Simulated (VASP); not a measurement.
Runs of VASP 6.6.1 on CdSiN2. The structure is that of space group P-4m2 (No. 115), or close to it. The cells are those of the table. 

```csv
level,potentials or basis,cell,k mesh,cutoff (eV),smearing,second run,grid for exact exchange (PRECFOCK),screening parameter,gap on the mesh (eV),pressure (GPa),largest force (eV/Å)
PBE,"VASP PAW PBE potentials, release 64 (Cd_sv_GW, N, Si)","a = 2.914, b = 2.914, c = 4.908 Å, 4 atoms",8 × 8 × 6,600,fermi-dirac 0.02 eV,valence_matched,-,-,1.86,34.7,0.11
HSE06,"VASP PAW PBE potentials, release 64 (Cd, N, Si)","a = 2.914, b = 2.914, c = 4.908 Å, 4 atoms",6 × 6 × 4,520,gaussian 0.01 eV,-,Normal,0.2079 1/Å,3.24,(d),(c)
PBE,"VASP PAW PBE potentials, release 64 (Cd, N, Si)","a = 2.914, b = 2.914, c = 4.908 Å, 4 atoms",8 × 8 × 6,520,fermi-dirac 0.02 eV,-,-,-,1.90,36.7,0.04
PBE,"VASP PAW PBE potentials, release 64 (Cd, N, Si)","a = 3.148, b = 3.148, c = 5.110 Å, 4 atoms",8 × 8 × 6,520,fermi-dirac 0.02 eV,-,-,-,0.83,-7.0,0.02
HSE06,"VASP PAW PBE potentials, release 64 (Cd, N, Si)","a = 3.148, b = 3.148, c = 5.110 Å, 4 atoms",6 × 6 × 4,520,gaussian 0.01 eV,-,Normal,0.2079 1/Å,1.99,-12.5,0.01
r2SCAN,"VASP PAW PBE potentials, release 64 (Cd, N, Si)","a = 2.914, b = 2.914, c = 4.908 Å, 4 atoms",8 × 8 × 6,520,gaussian 0.01 eV,-,-,-,2.30,32.5,0.18
r2SCAN,"VASP PAW PBE potentials, release 64 (Cd, N, Si)","a = 3.148, b = 3.148, c = 5.110 Å, 4 atoms",8 × 8 × 6,520,gaussian 0.01 eV,-,-,-,(b),-11.4,(a)
```

Alike in all rows: task single point; no spin polarisation.

Q: Fill in the values left out.

A: (a) 0.09; (b) 1.18; (c) 0.06; (d) 30.9.

Caveats: the PAW data sets were made with another functional, which shifts forces and pressure a little (some runs).

A k mesh can miss the band edges, and the runs leave out spin-orbit coupling on Cd.

The runs don't all hold the same shells in valence.
